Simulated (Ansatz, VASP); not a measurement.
Au: VASP beside Ansatz

File INCAR:

```
PREC = Accurate ; ENCUT = 520
EDIFF = 1E-6 ; ISMEAR = 0
SIGMA = 0.15 ; LREAL = False
LASPH = True ; NELM = 100
ALGO = Fast ; ISIF = 2
LWAVE = False ; LCHARG = False
GGA = PS ; NBANDS = 18
```

File KPOINTS:

```
Automatic mesh
0
Gamma
  16 16 12
```

POSCAR

```
Au
1.0
    0.0000000000     -2.0455000000     -2.0455000000
    0.0000000000      2.0455000000     -2.0455000000
    4.0910000000      0.0000000000      0.0000000000
Au
2
Direct
    0.5000000000      0.5000000000      0.4511121975
    0.0000000000      0.0000000000      0.0488878025
```

Input for Ansatz:

```yaml
crystal:
  lattice:
    - [0.0, -2.0455, -2.0455]
    - [0.0, 2.0455, -2.0455]
    - [4.091, 0.0, 0.0]
  atoms:
    - { symbol: Au, position: [0.5, 0.5, 0.4511121975] }
    - { symbol: Au, position: [0.0, 0.0, 0.0488878025] }
basis:
  ecutwfc: 420
kpoints:
  mp_grid: { grid: [16, 16, 12] }
hamiltonian:
  xc: pbesol
scf:
  occupations: { method: gaussian, width: 0.15 }
output:
  forces: true
  stress: true
  eigenvalues: true
```

Change from the starting cell: mode 6 (146.6 1/cm) frozen in, largest displacement -0.200 Å.

Alike in both runs: task single point; functional PBEsol; k mesh 16 × 16 × 12; occupations gaussian, width 0.15 eV; no spin polarisation.

|  | VASP | Ansatz |
| --- | --- | --- |
| version | VASP 6.6.1 | Ansatz 0.2.0 |
| potentials or method | VASP PAW PBE potentials, release 64 (Au), cutoff 520 eV | scalar-relativistic, plane waves, PAW |
| valence electrons in the cell | 22 | 38 |

|  | VASP | Ansatz | Ansatz less VASP |
| --- | --- | --- | --- |
| gap on the k mesh at the Fermi level (eV) | none | none | - |
| pressure (GPa) | 14.5 | 14.8 | +0.28 |
| traceless stress, the component that is largest in VASP (GPa) | -1.92 | -1.92 | +0.004 |
| rms of the force components (eV/Å) | 2.063 | 2.070 | +0.0078 |

VASP's potentials were made for PBE, not for PBEsol. Atom by atom the forces differ by 0.008 eV/Å (rms over components). A gap of «none» marks a metal or a gap that the smearing closes. VASP's potentials hold 22 valence electrons a cell and Ansatz's 38, so a difference there can come from the potentials and not from the codes.

Neither program's run includes spin-orbit coupling.
